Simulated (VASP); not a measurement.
# Ta2H (P-4m2) in VASP: notebook

The runs below take Ta2H through single point, with PBEsol.

All numbers are computed with VASP 6.6.1; they aren't measurements. Logs are shortened: lines on timing, memory, paths and dates and some standing lists are left out, and cuts for length are marked.

## (1) The cell of the first run

Symmetry: P-4m2, No. 115, tetragonal system. The conventional cell has a = 3.372 Å, b = 3.372 Å, c = 3.410 Å, α = 90.00°, β = 90.00°, γ = 90.00°. Within 2.5 Å of Ta (site symmetry 2mm) lie 2 H at 1.90 Å. Within 2.5 Å of H (site symmetry -4m2) lie 4 Ta at 1.90 Å.

## (2) Single point, PBEsol

File INCAR:

```
SYSTEM = Ta2H
PREC = Accurate
ENCUT = 520
EDIFF = 1E-6
ISMEAR = 0
SIGMA = 0.5
LREAL = .FALSE.
LASPH = .TRUE.
NELM = 60
ALGO = Normal
ISIF = 2
LWAVE = .FALSE.
LCHARG = .TRUE.
GGA = PS
LELF = .TRUE.
LVHAR = .TRUE.
NBANDS = 18
```

File KPOINTS:

```
regular mesh
0
G
  8 8 8
  0 0 0
```

File POSCAR:

```
Ta2H
1.0
    3.3724360000      0.0000000000      0.0000000000
    0.0000000000      3.3724360000      0.0000000000
    0.0000000000      0.0000000000      3.4101120000
Ta H
2 1
Direct
    0.5000000000      0.0000000000      0.7413230000
    0.0000000000      0.5000000000      0.2586770000
    0.0000000000      0.0000000000      0.0000000000
```

Potentials or basis: VASP PAW PBE potentials, release 64 (Ta_pv, H).

The run is started by

```bash
cat potpaw_PBE.64/Ta_pv/POTCAR potpaw_PBE.64/H/POTCAR > POTCAR
mpirun -np 1 vasp_std > vasp.out
```

OUTCAR:

```text
SYSTEM = Ta2H
   PREC = Accurate
   ENCUT = 520
   EDIFF = 1E-6
   ISMEAR = 0
   LREAL = .FALSE.
   LASPH = .TRUE.
   NELM = 60
   ISIF = 2
   GGA = PS

 ion  position               nearest neighbor table
   1  0.500  0.000  0.741-   3 1.90   3 1.90   2 2.90   2 2.90   2 2.90   2 2.90   2 2.97   2 2.97
                             2 2.97   2 2.97
   2  0.000  0.500  0.259-   3 1.90   3 1.90   1 2.90   1 2.90   1 2.90   1 2.90   1 2.97   1 2.97
                             1 2.97   1 2.97
   3  0.000  0.000  0.000-   1 1.90   2 1.90   2 1.90   1 1.90

  LATTYP: Found a simple tetragonal cell.
 ALAT       =     3.3724360000
 C/A-ratio  =     1.0111717465

  Lattice vectors:

 A1 = (   3.3724360000,   0.0000000000,   0.0000000000)
 A2 = (   0.0000000000,   3.3724360000,   0.0000000000)
 A3 = (   0.0000000000,   0.0000000000,   3.4101120000)

Analysis of symmetry for initial positions (statically):
=====================================================================
 Subroutine PRICEL returns:
 Original cell was already a primitive cell.

 Routine SETGRP: Setting up the symmetry group for a
 simple tetragonal supercell.

 Subroutine GETGRP returns: Found  8 space group operations
 (whereof  8 operations were pure point group operations)
 out of a pool of 16 trial point group operations.

The static configuration has the point symmetry D_2d.

Analysis of symmetry for dynamics (positions and initial velocities):
=====================================================================
 Subroutine PRICEL returns:
 Original cell was already a primitive cell.

 Routine SETGRP: Setting up the symmetry group for a
 simple tetragonal supercell.

 Subroutine GETGRP returns: Found  8 space group operations
 (whereof  8 operations were pure point group operations)
 out of a pool of 16 trial point group operations.

The dynamic configuration has the point symmetry D_2d.

 Subroutine INISYM returns: Found  8 space group operations
 (whereof  8 operations are pure point group operations),
 and found     1 'primitive' translations

----------------------------------------------------------------------------------------

                                     Primitive cell

  volume of cell :      38.7843

  direct lattice vectors                    reciprocal lattice vectors
     3.372436000  0.000000000  0.000000000     0.296521565  0.000000000  0.000000000
     0.000000000  3.372436000  0.000000000     0.000000000  0.296521565  0.000000000
     0.000000000  0.000000000  3.410112000     0.000000000  0.000000000  0.293245500

  length of vectors
     3.372436000  3.372436000  3.410112000     0.296521565  0.296521565  0.293245500

  position of ions in fractional coordinates (direct lattice)
     0.500000000  0.000000000  0.741323000
     0.000000000  0.500000000  0.258677000
     0.000000000  0.000000000  0.000000000

  ion indices of the primitive-cell ions
   primitive index   ion index
                 1           1
                 2           2
                 3           3

----------------------------------------------------------------------------------------

 KPOINTS: regular mesh

Automatic generation of k-mesh.
 Grid dimensions read from file:
 generate k-points for:    8    8    8

 Generating k-lattice:

  Cartesian coordinates                     Fractional coordinates (reciprocal lattice)
     0.037065196  0.000000000  0.000000000     0.125000000  0.000000000  0.000000000
     0.000000000  0.037065196  0.000000000     0.000000000  0.125000000  0.000000000
     0.000000000  0.000000000  0.036655688     0.000000000  0.000000000  0.125000000

  Length of vectors
     0.037065196  0.037065196  0.036655688

  Shift w.r.t. Gamma in fractional coordinates (k-lattice)
     0.000000000  0.000000000  0.000000000

 Subroutine IBZKPT returns following result:
 ===========================================

 Found     75 irreducible k-points:

 Following reciprocal coordinates:
            Coordinates               Weight
  0.000000  0.000000  0.000000      1.000000
  0.125000  0.000000  0.000000      4.000000
  0.250000  0.000000  0.000000      4.000000
  0.375000  0.000000  0.000000      4.000000
  0.500000  0.000000  0.000000      2.000000
  0.125000  0.125000  0.000000      4.000000
[... 16 lines left out ...]
  0.375000  0.125000  0.125000     16.000000
  0.500000  0.125000  0.125000      8.000000
 [... further k-points ...]
   k-points           NKPTS =     75   k-points in BZ     NKDIM =     75   number of bands    NBANDS=     18
   number of dos      NEDOS =    301   number of ions     NIONS =      3
   total plane-waves  NPLWV =  21952
   dimension x,y,z NGX =    28 NGY =   28 NGZ =   28
   dimension x,y,z NGXF=    56 NGYF=   56 NGZF=   56
   ions per type =               2   1
   NGX,Y,Z   is equivalent  to a cutoff of  13.80, 13.80, 13.65 a.u.
   NGXF,Y,Z  is equivalent  to a cutoff of  27.61, 27.61, 27.30 a.u.
 SYSTEM =  Ta2H
   PREC   = accura    normal or accurate (medium, high low for compatibility)
   ISTART =      0    job   : 0-new  1-cont  2-samecut
   ICHARG =      2    charge: 1-file 2-atom 10-const
   ISPIN  =      1    spin polarized calculation?
   LNONCOLLINEAR =      F non collinear calculations
   LSORBIT =      F    spin-orbit coupling
   LASPH  =      T    aspherical Exc in radial PAW
   ENCUT  =  520.0 eV  38.22 Ry    6.18 a.u.   6.27  6.27  6.34*2*pi/ulx,y,z
   NELM   =     60;   NELMIN=  2; NELMDL= -5     # of ELM steps
   EDIFF  = 0.1E-05   stopping-criterion for ELM
   LREAL  =      F    real-space projection
   EDIFFG = 0.1E-04   stopping-criterion for IOM
   NSW    =      0    number of steps for IOM
   IBRION =     -1    ionic relax: 0-MD 1-quasi-New 2-CG
   NFREE  =      0    steps in history (QN), initial steepest desc. (CG)
   ISIF   =      2    stress and relaxation
   ISYM   =      2    0-nonsym 1-usesym 2-fastsym
   POTIM  = 0.5000    time-step for ionic-motion
   TEBEG  =    0.0;   TEEND  =   0.0 temperature during run
   PSTRESS=    0.0 pullay stress
   NELECT =      23.0000    total number of electrons
   NUPDOWN=      -1.0000    fix difference up-down
   EMIN   =  10.00;   EMAX   =-10.00  energy-range for DOS
   EFERMI =   0.00;   METHOD = LEGACY
   ISMEAR =     0;   SIGMA  =   0.50  broadening in eV -4-tet -1-fermi 0-gaus
   EFERMI_NEDOS =   21; number of points for ismear=-14 and -15
   IALGO  =     38    algorithm
   IMIX   =      4    mixing-type and parameters
     AMIX     =   0.40;   BMIX     =  1.00
     AMIX_MAG =   1.60;   BMIX_MAG =  1.00
  volume/ion in A,a.u.               =      12.93        87.24
  Fermi-wavevector in a.u.,A,eV,Ry     =   1.375410  2.599147 25.738847  1.891752
  Thomas-Fermi vector in A             =   2.500748
   LORBIT       =      0    0 simple, 1 ext, 2 COOP (PROOUT), +10 PAW based schemes
   GGA     = PS    functional components
   LHFCALC =     F    Hartree Fock is set to
   AEXX    =    0.0000 exact exchange contribution
   IVDW    =     0    specifies the selected vdW correction
   LEPSILON=     F    determine dielectric tensor
   LRPA    =     F    only Hartree local field effects (RPA)
 non-spin polarized calculation
 Gauss-broadening in eV      SIGMA  =   0.50
  energy-cutoff  :      520.00
  volume of cell :       38.78
 maximum number of plane-waves:      1064
 NGX is ok and might be reduce to    28
   NGX = 13   NGY = 13   NGZ = 13

 number of electron      22.9999998 magnetization

 Free energy of the ion-electron system (eV)
  ---------------------------------------------------
  ext. energy  EPLUGINS =         0.00000000
  ---------------------------------------------------
  free energy    TOTEN  =       -28.93445862 eV

  energy without entropy =      -28.74873149  energy(sigma->0) =      -28.84159505

 E-fermi :   5.3276     XC(G=0): -12.6015

 val. band max:        5.3245661469   @ k =   0.3750   0.1250   0.5000
 cond. band min:       5.3278422134   @ k =   0.5000   0.1250   0.3750
 fundamental gap:      0.0032760665
 Fermi energy:         5.3276421826

 k-point     1 :       0.0000    0.0000    0.0000
  band No.  band energies     occupation
      1     -28.8250      2.00000
      2     -28.8219      2.00000
      3     -28.8219      2.00000
      4     -28.1384      2.00000
      5     -28.1384      2.00000
      6     -28.1312      2.00000
[... 10 lines left out ...]
     17      11.2335      0.00000
     18      11.3343      0.00000

 k-point     2 :       0.1250    0.0000    0.0000
  band No.  band energies     occupation
      1     -28.8283      2.00000
      2     -28.7965      2.00000
      3     -28.7960      2.00000
      4     -28.1931      2.00000
      5     -28.1616      2.00000
      6     -28.1554      2.00000
[... 10 lines left out ...]
     17      10.9338      0.00000
     18      11.7348      0.00000

 k-point     3 :       0.2500    0.0000    0.0000
  band No.  band energies     occupation
      1     -28.8319      2.00000
      2     -28.7255      2.00000
      3     -28.7187      2.00000
      4     -28.3312      2.00000
      5     -28.2277      2.00000
      6     -28.2259      2.00000
[... 10 lines left out ...]
     17      10.0941      0.00000
     18      10.1199      0.00000

 k-point     4 :       0.3750    0.0000    0.0000
  band No.  band energies     occupation
      1     -28.8126      2.00000
      2     -28.6258      2.00000
      3     -28.6081      2.00000
      4     -28.4866      2.00000
      5     -28.3333      2.00000
      6     -28.3223      2.00000
[... 10 lines left out ...]
     17       9.0277      0.00000
     18       9.8074      0.00000

 k-point     5 :       0.5000    0.0000    0.0000
  band No.  band energies     occupation
      1     -28.7856      2.00000
      2     -28.5862      2.00000
      3     -28.5559      2.00000
      4     -28.4717      2.00000
      5     -28.4514      2.00000
      6     -28.3901      2.00000
[... 10 lines left out ...]
     17       9.1601      0.00000
     18       9.8237      0.00000

 k-point     6 :       0.1250    0.1250    0.0000
  band No.  band energies     occupation
      1     -28.8744      2.00000
      2     -28.7708      2.00000
      3     -28.7329      2.00000
      4     -28.2881      2.00000
      5     -28.1784      2.00000
      6     -28.1379      2.00000
[... 10 lines left out ...]
     17      11.3797      0.00000
     18      12.6463      0.00000

 k-point     7 :       0.2500    0.1250    0.0000
  band No.  band energies     occupation
      1     -28.9118      2.00000
      2     -28.6985      2.00000
      3     -28.6381      2.00000
      4     -28.4472      2.00000
      5     -28.2428      2.00000
      6     -28.1668      2.00000
[... 10 lines left out ...]
     17      10.9053      0.00000
     18      11.2223      0.00000

 k-point     8 :       0.3750    0.1250    0.0000
  band No.  band energies     occupation
      1     -28.9157      2.00000
      2     -28.6220      2.00000
      3     -28.5767      2.00000
      4     -28.5320      2.00000
      5     -28.3416      2.00000
      6     -28.2379      2.00000
[... 10 lines left out ...]
     17       9.9084      0.00000
     18      10.0018      0.00000
[... 229 lines left out ...]
     17       9.8557      0.00000
     18       9.9645      0.00000

 k-point    20 :       0.5000    0.0000    0.1250
  band No.  band energies     occupation
      1     -28.8746      2.00000
      2     -28.7160      2.00000
      3     -28.5536      2.00000
      4     -28.3974      2.00000
      5     -28.3879      2.00000
      6     -28.3370      2.00000
[... 10 lines left out ...]
     17       9.2787      0.00000
     18       9.8404      0.00000

 k-point    21 :       0.1250    0.1250    0.1250
  band No.  band energies     occupation
      1     -28.8518      2.00000
      2     -28.8334      2.00000
      3     -28.6506      2.00000
      4     -28.3648      2.00000
      5     -28.1653      2.00000
      6     -28.1570      2.00000
[... 10 lines left out ...]
     17       9.9786      0.00000
     18      12.9750      0.00000

 k-point    22 :       0.2500    0.1250    0.1250
  band No.  band energies     occupation
      1     -28.9125      2.00000
      2     -28.7610      2.00000
      3     -28.5597      2.00000
      4     -28.5054      2.00000
      5     -28.2334      2.00000
      6     -28.1685      2.00000
[... 10 lines left out ...]
     17       9.8787      0.00000
     18      12.6496      0.00000

 k-point    23 :       0.3750    0.1250    0.1250
  band No.  band energies     occupation
      1     -28.9395      2.00000
      2     -28.6919      2.00000
      3     -28.6294      2.00000
      4     -28.4445      2.00000
      5     -28.3374      2.00000
      6     -28.2138      2.00000
[... 10 lines left out ...]
     17       9.5930      0.00000
     18      11.2179      0.00000

 k-point    24 :       0.5000    0.1250    0.1250
  band No.  band energies     occupation
      1     -28.9367      2.00000
      2     -28.7517      2.00000
      3     -28.5447      2.00000
      4     -28.4495      2.00000
      5     -28.3653      2.00000
      6     -28.2559      2.00000
[... 10 lines left out ...]
     17      10.0379      0.00000
     18      10.0562      0.00000

 [... further k-points ...]

------------------------ aborting loop because EDIFF is reached ----------------------------------------

  FORCE on cell =-STRESS in cart. coord.  units (eV):
  Direction    XX          YY          ZZ          XY          YZ          ZX
  --------------------------------------------------------------------------------------
  -------------------------------------------------------------------------------------
  Total       -0.8986803     -0.8986803     -0.9510051      0.0000000      0.0000000      0.0000000
  in kB      -37.1244240    -37.1244240    -39.2859599      0.0000000      0.0000000      0.0000000
  external PRESSURE =     -37.8449359 kB  Pullay stress =       0.0000000 kB

 VOLUME and BASIS-vectors are now :
 -----------------------------------------------------------------------------
  energy-cutoff  :      520.00
  volume of cell :       38.78
      direct lattice vectors                 reciprocal lattice vectors
     3.372436000  0.000000000  0.000000000     0.296521565  0.000000000  0.000000000
     0.000000000  3.372436000  0.000000000     0.000000000  0.296521565  0.000000000
     0.000000000  0.000000000  3.410112000     0.000000000  0.000000000  0.293245500

 POSITION                                       TOTAL-FORCE (eV/Angst)
 -----------------------------------------------------------------------------------
      1.68622      0.00000      2.52799        -0.000000      0.000000     -0.068347
      0.00000      1.68622      0.88212         0.000000      0.000000      0.068347
      0.00000      0.00000      0.00000        -0.000000      0.000000      0.000000
 -----------------------------------------------------------------------------------
    total drift:                                0.000000      0.000000     -0.000000

  FREE ENERGIE OF THE ION-ELECTRON SYSTEM (eV)
  ---------------------------------------------------
  free  energy   TOTEN  =       -28.9344586167 eV

  energy  without entropy=      -28.7487314868  energy(sigma->0) =      -28.84159505
```

It took 40 s on 1 thread of Intel Xeon Platinum 8259CL at 2.50GHz (Skylake/Cascade Lake), shared host; peak memory 0.19 GiB.

Results:

```yaml
Free_energy: -28.9345 eV
Pressure: -3.8 GPa
Largest_force: 0.068 eV/Å
```

Forces on the atoms (eV/Å):
```
Ta   0.000  0.000 -0.068
Ta   0.000  0.000  0.068
H    0.000  0.000  0.000
```

Stress tensor (GPa, compression positive):
```
-3.71  0.00  0.00
 0.00 -3.71  0.00
 0.00  0.00 -3.93
```

Levels at points of the mesh, in eV from the Fermi level:
```
           k point  band 7  band 8  band 9  band 10  band 11  band 12  band 13  band 14  band 15  band 16
(0.00, 0.00, 0.00)  -10.02   -4.99   -3.85     0.21     0.21     0.48     3.03     3.26     4.60     5.91
(0.50, 0.00, 0.00)   -7.60   -3.90   -1.60    -1.02    -0.40     0.72     0.92     0.99     2.30     2.81
(0.50, 0.50, 0.00)   -6.07   -4.51   -4.51    -1.59    -0.70     1.24     3.28     3.28     4.14     4.14
(0.00, 0.00, 0.50)   -7.81   -4.27   -1.99    -1.45     0.45     0.45     1.09     1.09     2.53     2.94
(0.50, 0.00, 0.50)   -7.87   -4.24   -1.94    -1.55    -0.83     0.94     3.01     3.07     4.09     4.22
(0.50, 0.50, 0.50)   -6.48   -1.64   -1.64    -1.51    -1.42    -1.18     4.11     4.11     4.39     4.39
```

Caveat: the PAW data sets were made with another functional, which shifts forces and pressure a little; spin-orbit coupling is left out, which moves the levels of the heavy elements.

## (3) Single point, PBEsol

File INCAR:

```
  PREC = Accurate
  ENCUT = 520
  EDIFF = 1E-7
  ISMEAR = 0
  SIGMA = 0.3
  LREAL = False
  LASPH = True
  NELM = 80
  ALGO = Normal
  ISIF = 2
  LWAVE = False
  LCHARG = True
  GGA = PS
  LELF = True
  LVHAR = True
  NBANDS = 18
```

File KPOINTS:

```
Automatic mesh
0
Gamma
  8 8 8
```

POSCAR is that of step 2.

Potentials or basis: VASP PAW PBE potentials, release 64 (Ta_pv, H).

The run is started by

```bash
cat potpaw_PBE.64/Ta_pv/POTCAR potpaw_PBE.64/H/POTCAR > POTCAR
mpirun -np 1 vasp_std > vasp.out
```

Wall time 44 s (1 thread of Intel Xeon Platinum 8259CL at 2.50GHz (Skylake/Cascade Lake), shared host); peak memory 0.19 GiB.

It converged, with:

```yaml
Free_energy: -28.8753 eV
Pressure: -4.1 GPa
Largest_force: 0.076 eV/Å
```

Forces in eV/Å, atoms in the order of the input:
```
Ta   0.000  0.000 -0.076
Ta   0.000  0.000  0.076
H    0.000  0.000  0.000
```

Stress tensor (GPa, compression positive):
```
-3.92  0.00  0.00
 0.00 -3.92  0.00
 0.00  0.00 -4.31
```

Levels at points of the mesh, in eV from the Fermi level:
```tsv
k point	band 7	band 8	band 9	band 10	band 11	band 12	band 13	band 14	band 15	band 16
(0.00, 0.00, 0.00)	-9.97	-4.95	-3.80	0.26	0.26	0.52	3.08	3.31	4.65	5.95
(0.50, 0.00, 0.00)	-7.56	-3.85	-1.56	-0.97	-0.35	0.77	0.97	1.03	2.34	2.85
(0.50, 0.50, 0.00)	-6.02	-4.46	-4.46	-1.55	-0.65	1.28	3.33	3.33	4.18	4.18
(0.00, 0.00, 0.50)	-7.76	-4.22	-1.95	-1.41	0.49	0.49	1.13	1.13	2.57	2.98
(0.50, 0.00, 0.50)	-7.83	-4.20	-1.90	-1.50	-0.78	0.98	3.06	3.11	4.13	4.27
(0.50, 0.50, 0.50)	-6.43	-1.60	-1.60	-1.47	-1.38	-1.14	4.15	4.15	4.44	4.44
```

Caveat: the PAW data sets were made with another functional, which shifts forces and pressure a little; spin-orbit coupling is left out, which moves the levels of the heavy elements.
